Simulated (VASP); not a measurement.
# NaCl (I4/mmm) in VASP: a series of runs

NaCl is run at these levels: PBEsol; tasks: single point.

Everything below comes from runs of VASP 6.6.1. Logs are shortened: lines on timing, memory, paths and dates and some standing lists are left out, and cuts for length are marked.

## (1) The cell of the first run

The structure is tetragonal, space group I4/mmm (No. 139). The conventional cell has a = 4.005 Å, b = 4.005 Å, c = 6.117 Å, α = 90.00°, β = 90.00°, γ = 90.00°. Na (site symmetry 4/mmm) has 6 Cl at 2.83 to 3.06 Å within 3.7 Å. Cl (site symmetry 4/mmm) has 6 Na at 2.83 to 3.06 Å within 3.7 Å.

## (2) Single point, PBEsol (strain +0.000 along x and y, +0.080 along z)

Contents of INCAR:

```
SYSTEM = NaCl
PREC = Accurate ; ENCUT = 520
EDIFF = 1E-7 ; ISMEAR = 0
SIGMA = 0.05 ; LREAL = .False.
LASPH = .True. ; NELM = 60
ALGO = Normal ; ISIF = 2
LWAVE = .False. ; LCHARG = .False.
GGA = PS ; NBANDS = 14
```

Contents of KPOINTS:

```
regular mesh
0
Gamma
  8 8 8
  0 0 0
```

Contents of POSCAR:

```
NaCl
1.0
    0.0000000000      2.8317500000      3.0582900000
    2.8317500000      0.0000000000      3.0582900000
    2.8317500000      2.8317500000      0.0000000000
Na Cl
1 1
Direct
    0.0000000000      0.0000000000      0.0000000000
    0.5000000000      0.5000000000      0.5000000000
```

Potentials or basis: VASP PAW PBE potentials, release 64 (Na_pv, Cl).

Command:

```bash
$ cat potpaw_PBE.64/Na_pv/POTCAR potpaw_PBE.64/Cl/POTCAR > POTCAR
$ mpirun -np 1 vasp_std > vasp.out
```

OUTCAR:

```text
SYSTEM = NaCl
   PREC = Accurate
   ENCUT = 520
   EDIFF = 1E-7
   ISMEAR = 0
   LREAL = .False.
   LASPH = .True.
   NELM = 60
   ISIF = 2
   GGA = PS

 ion  position               nearest neighbor table
   1  0.000  0.000  0.000-
   2  0.500  0.500  0.500-

  LATTYP: Found a body centered tetragonal cell.
 ALAT       =     4.0046992553
 C/A-ratio  =     1.5273506474

  Lattice vectors:

 A1 = (  -2.8317500000,   0.0000000000,   3.0582900000)
 A2 = (   2.8317500000,   0.0000000000,   3.0582900000)
 A3 = (   0.0000000000,   2.8317500000,  -3.0582900000)

Analysis of symmetry for initial positions (statically):
=====================================================================
 Subroutine PRICEL returns:
 Original cell was already a primitive cell.

 Routine SETGRP: Setting up the symmetry group for a
 body centered tetragonal supercell.

 Subroutine GETGRP returns: Found 16 space group operations
 (whereof 16 operations were pure point group operations)
 out of a pool of 16 trial point group operations.

The static configuration has the point symmetry D_4h.

Analysis of symmetry for dynamics (positions and initial velocities):
=====================================================================
 Subroutine PRICEL returns:
 Original cell was already a primitive cell.

 Routine SETGRP: Setting up the symmetry group for a
 body centered tetragonal supercell.

 Subroutine GETGRP returns: Found 16 space group operations
 (whereof 16 operations were pure point group operations)
 out of a pool of 16 trial point group operations.

The dynamic configuration has the point symmetry D_4h.

 Subroutine INISYM returns: Found 16 space group operations
 (whereof 16 operations are pure point group operations),
 and found     1 'primitive' translations

----------------------------------------------------------------------------------------

                                     Primitive cell

  volume of cell :      49.0477

  direct lattice vectors                    reciprocal lattice vectors
     0.000000000  2.831750000  3.058290000    -0.176569259  0.176569259  0.163490055
     2.831750000  0.000000000  3.058290000     0.176569259 -0.176569259  0.163490055
     2.831750000  2.831750000  0.000000000     0.176569259  0.176569259 -0.163490055

  length of vectors
     4.167966625  4.167966625  4.004699255     0.298466756  0.298466756  0.298466756

  position of ions in fractional coordinates (direct lattice)
     0.000000000  0.000000000  0.000000000
     0.500000000  0.500000000  0.500000000

[... 87 lines left out ...]
   NELECT =      14.0000    total number of electrons
   NUPDOWN=      -1.0000    fix difference up-down
   EMIN   =  10.00;   EMAX   =-10.00  energy-range for DOS
   EFERMI =   0.00;   METHOD = LEGACY
   ISMEAR =     0;   SIGMA  =   0.05  broadening in eV -4-tet -1-fermi 0-gaus
   EFERMI_NEDOS =   21; number of points for ismear=-14 and -15
   IALGO  =     38    algorithm
   IMIX   =      4    mixing-type and parameters
     AMIX     =   0.40;   BMIX     =  1.00
     AMIX_MAG =   1.60;   BMIX_MAG =  1.00
  volume/ion in A,a.u.               =      24.52       165.50
  Fermi-wavevector in a.u.,A,eV,Ry     =   1.077899  2.036934 15.808146  1.161866
  Thomas-Fermi vector in A             =   2.213823
   LORBIT       =      0    0 simple, 1 ext, 2 COOP (PROOUT), +10 PAW based schemes
   GGA     = PS    functional components
   LHFCALC =     F    Hartree Fock is set to
   AEXX    =    0.0000 exact exchange contribution
   IVDW    =     0    specifies the selected vdW correction
   LEPSILON=     F    determine dielectric tensor
   LRPA    =     F    only Hartree local field effects (RPA)
 non-spin polarized calculation
 Gauss-broadening in eV      SIGMA  =   0.05
  energy-cutoff  :      520.00
  volume of cell :       49.05
 maximum number of plane-waves:      1352
   NGX = 15   NGY = 15   NGZ = 15

 number of electron      14.0000001 magnetization

 Free energy of the ion-electron system (eV)
  ---------------------------------------------------
  ext. energy  EPLUGINS =         0.00000000
  ---------------------------------------------------
  free energy    TOTEN  =        -6.94948803 eV

  energy without entropy =       -6.94948803  energy(sigma->0) =       -6.94948803

 E-fermi :  -0.9595     XC(G=0):  -7.9362

 val. band max:       -1.2399903459   @ k =   0.0000   0.0000   0.0000
 cond. band min:       3.3686952487   @ k =   0.0000   0.0000   0.0000
 fundamental gap:      4.6086855946
 Fermi energy:        -0.9595105687

 k-point     1 :       0.0000    0.0000    0.0000
  band No.  band energies     occupation
      1     -22.0999      2.00000
      2     -22.0860      2.00000
      3     -22.0860      2.00000
      4     -13.7324      2.00000
      5      -1.2906      2.00000
      6      -1.2906      2.00000
      7      -1.2400      2.00000
      8       3.3687      0.00000
      9       9.2889      0.00000
     10       9.8442      0.00000
     11       9.8442      0.00000
     12      11.2610      0.00000
     13      12.1853      0.00000
     14      13.0212      0.00000
[... 377 lines left out ...]
      1     -22.1068      2.00000
      2     -22.0973      2.00000
      3     -22.0877      2.00000
      4     -13.5117      2.00000
      5      -2.6356      2.00000
      6      -1.5493      2.00000
      7      -1.5317      2.00000
      8       5.6554      0.00000
      9       7.9882      0.00000
     10       9.2051      0.00000
     11       9.8155      0.00000
     12      11.7767      0.00000
     13      13.2178      0.00000
     14      14.3507      0.00000

 [... further k-points ...]

------------------------ aborting loop because EDIFF is reached ----------------------------------------

  FORCE on cell =-STRESS in cart. coord.  units (eV):
  Direction    XX          YY          ZZ          XY          YZ          ZX
  --------------------------------------------------------------------------------------
  -------------------------------------------------------------------------------------
  Total       -0.4425879     -0.4425879     -0.8807286      0.0000000      0.0000000      0.0000000
  in kB      -14.4574485    -14.4574485    -28.7696238      0.0000000      0.0000000      0.0000000
  external PRESSURE =     -19.2281736 kB  Pullay stress =       0.0000000 kB

 VOLUME and BASIS-vectors are now :
 -----------------------------------------------------------------------------
  energy-cutoff  :      520.00
  volume of cell :       49.05
      direct lattice vectors                 reciprocal lattice vectors
     0.000000000  2.831750000  3.058290000    -0.176569259  0.176569259  0.163490055
     2.831750000  0.000000000  3.058290000     0.176569259 -0.176569259  0.163490055
     2.831750000  2.831750000  0.000000000     0.176569259  0.176569259 -0.163490055

 POSITION                                       TOTAL-FORCE (eV/Angst)
 -----------------------------------------------------------------------------------
      0.00000      0.00000      0.00000         0.000000      0.000000      0.000000
      2.83175      2.83175      3.05829        -0.000000     -0.000000      0.000000
 -----------------------------------------------------------------------------------
    total drift:                                0.000000     -0.000000     -0.000000

  FREE ENERGIE OF THE ION-ELECTRON SYSTEM (eV)
  ---------------------------------------------------
  free  energy   TOTEN  =        -6.9494880341 eV

  energy  without entropy=       -6.9494880341  energy(sigma->0) =       -6.94948803
```

stdout:

```text
POSCAR found type information on POSCAR NaCl
 POSCAR found :  2 types and       2 ions
 scaLAPACK will be used
 -----------------------------------------------------------------------------
|                                                                             |
|                                                                             |
|     You enforced a specific xc type in the INCAR file but a different       |
|     I HOPE YOU KNOW WHAT YOU ARE DOING!                                     |
|                                                                             |
 -----------------------------------------------------------------------------

 LDA part: xc-table for (Slater+PW92), standard interpolation
 POSCAR, INCAR and KPOINTS ok, starting setup
 FFT: planning ... GRIDC
 FFT: planning ... GRID_SOFT
 FFT: planning ... GRID
 WAVECAR not read
 entering main loop
```

Run time: 25 s. Hardware: 1 thread of AMD EPYC 9R45 (Zen 5), shared host; peak memory 0.16 GiB.

What came out:

| Property | Result |
| --- | --- |
| Free energy | -6.9495 eV |
| Pressure | -1.9 GPa |
| Band gap on the k mesh | 4.61 eV |

Stress tensor (GPa, compression positive):
```
-1.45  0.00  0.00
 0.00 -1.45  0.00
 0.00  0.00 -2.88
```

Levels at points of the mesh, in eV from the valence-band top:
```
           k point  band 4  band 5  band 6  band 7  band 8  band 9  band 10  band 11
(0.00, 0.00, 0.00)  -12.49   -0.05   -0.05    0.00    4.61   10.53    11.08    11.08
(0.50, 0.00, 0.00)  -12.23   -1.75   -0.30   -0.22    6.89    9.78    10.31    11.00
(0.50, 0.50, 0.00)  -12.23   -1.51   -0.47   -0.47    7.18    8.11    10.04    14.20
(0.50, 0.00, 0.50)  -12.17   -1.50   -0.72   -0.48    7.20    7.86    10.74    13.23
```

Caveat: the cell differs from its parent crystal (strain +0.000 along x and y, +0.080 along z); the PAW data sets were made with another functional, which shifts forces and pressure a little. A k mesh can miss the band edges.

## (3) Single point, PBEsol (strain +0.040 along x and y, +0.000 along z)

Contents of INCAR:

```
PREC = Accurate
ENCUT = 520
EDIFF = 1E-6
ISMEAR = 0
SIGMA = 0.05
LREAL = F
LASPH = T
NELM = 60
ALGO = Normal
ISIF = 2
LWAVE = F
LCHARG = T
GGA = PS
LELF = T
LVHAR = T
NBANDS = 14
```

Contents of KPOINTS:

```
regular mesh
0
Gamma
  8 8 8
```

Contents of POSCAR:

```
NaCl
1.0
    0.0000000000      2.9450200000      2.8317500000
    2.9450200000      0.0000000000      2.8317500000
    2.9450200000      2.9450200000      0.0000000000
Na Cl
1 1
Direct
    0.0000000000      0.0000000000      0.0000000000
    0.5000000000      0.5000000000      0.5000000000
```

Potentials or basis: VASP PAW PBE potentials, release 64 (Na_pv, Cl).

Command:

```bash
$ cat potpaw_PBE.64/Na_pv/POTCAR potpaw_PBE.64/Cl/POTCAR > POTCAR
$ mpirun -np 1 vasp_std > vasp.out
```

Wall time 21 s (1 thread of AMD EPYC 9R45 (Zen 5), shared host); peak memory 0.15 GiB.

The run converged. Its results:

```
Free energy            : -6.9566 eV
Pressure               : -2.1 GPa
Band gap on the k mesh : 4.61 eV
```

Stress tensor (GPa, compression positive):
```
-2.45  0.00  0.00
 0.00 -2.45  0.00
 0.00  0.00 -1.52
```

Levels at points of the mesh, in eV from the valence-band top:
| k point | band 3 | band 4 | band 5 | band 6 | band 7 | band 8 | band 9 | band 10 | band 11 | band 12 |
| --- | --- | --- | --- | --- | --- | --- | --- | --- | --- | --- |
| (0.00, 0.00, 0.00) | -20.84 | -12.47 | -0.04 | 0.00 | 0.00 | 4.61 | 10.80 | 10.80 | 11.08 | 12.76 |
| (0.50, 0.00, 0.00) | -20.85 | -12.20 | -1.72 | -0.25 | -0.22 | 6.91 | 9.79 | 10.45 | 10.83 | 14.24 |
| (0.50, 0.50, 0.00) | -20.86 | -12.15 | -1.47 | -0.58 | -0.58 | 7.19 | 7.85 | 10.75 | 13.66 | 13.66 |
| (0.50, 0.00, 0.50) | -20.85 | -12.17 | -1.49 | -0.57 | -0.46 | 7.17 | 8.00 | 10.39 | 13.69 | 14.16 |

Caveat: the cell differs from its parent crystal (strain +0.040 along x and y, +0.000 along z); the PAW data sets were made with another functional, which shifts forces and pressure a little. A k mesh can miss the band edges.

## (4) Single point, PBEsol (strain +0.080 along x and y, -0.040 along z)

Contents of INCAR:

```
SYSTEM = NaCl
ALGO     = Normal         ! electronic algorithm
EDIFF    = 1E-7           ! SCF threshold, eV
ENCUT    = 520            ! plane-wave cutoff, eV
GGA      = PS             ! functional
ISIF     = 2              ! what is computed and relaxed
ISMEAR   = 0              ! smearing method
LASPH    = .TRUE.         ! aspherical terms in the spheres
LCHARG   = .FALSE.        ! write CHGCAR
LREAL    = .FALSE.        ! projectors in reciprocal space
LWAVE    = .FALSE.        ! write WAVECAR
NBANDS   = 14             ! bands
NELM     = 100            ! most SCF steps
PREC     = Accurate       ! precision mode
SIGMA    = 0.05           ! smearing width, eV
```

Contents of KPOINTS:

```
k-points
0
G
  8 8 8
  0 0 0
```

Contents of POSCAR:

```
NaCl
1.0
    0.0000000000      3.0582900000      2.7184800000
    3.0582900000      0.0000000000      2.7184800000
    3.0582900000      3.0582900000      0.0000000000
Na Cl
1 1
Direct
    0.0000000000      0.0000000000      0.0000000000
    0.5000000000      0.5000000000      0.5000000000
```

Command:

```bash
$ cat potpaw_PBE.64/Na_pv/POTCAR potpaw_PBE.64/Cl/POTCAR > POTCAR
$ mpirun -np 1 vasp_std > vasp.out
```

Run time: 22 s. Hardware: 1 thread of AMD EPYC 9R45 (Zen 5), shared host; peak memory 0.16 GiB.

It converged, with:

```yaml
Free_energy: -6.9031 eV
Pressure: -2.0 GPa
Band_gap_on_the_k_mesh: 4.50 eV
```

Stress tensor (GPa, compression positive):
```
-2.99  0.00  0.00
 0.00 -2.99  0.00
 0.00  0.00 -0.12
```

Levels at points of the mesh, in eV from the valence-band top:
| k point | band 4 | band 5 | band 6 | band 7 | band 8 | band 9 | band 10 | band 11 |
| --- | --- | --- | --- | --- | --- | --- | --- | --- |
| (0.00, 0.00, 0.00) | -12.44 | -0.14 | 0.00 | 0.00 | 4.50 | 10.62 | 10.62 | 11.43 |
| (0.50, 0.00, 0.00) | -12.20 | -1.67 | -0.30 | -0.22 | 6.83 | 9.51 | 10.01 | 11.21 |
| (0.50, 0.50, 0.00) | -12.12 | -1.40 | -0.66 | -0.66 | 7.19 | 7.67 | 11.00 | 13.04 |
| (0.50, 0.00, 0.50) | -12.19 | -1.44 | -0.64 | -0.31 | 7.09 | 8.15 | 9.92 | 13.20 |

Caveat: the cell differs from its parent crystal (strain +0.080 along x and y, -0.040 along z); the PAW data sets were made with another functional, which shifts forces and pressure a little. A k mesh can miss the band edges.

(Continued in part 2 of 2.)
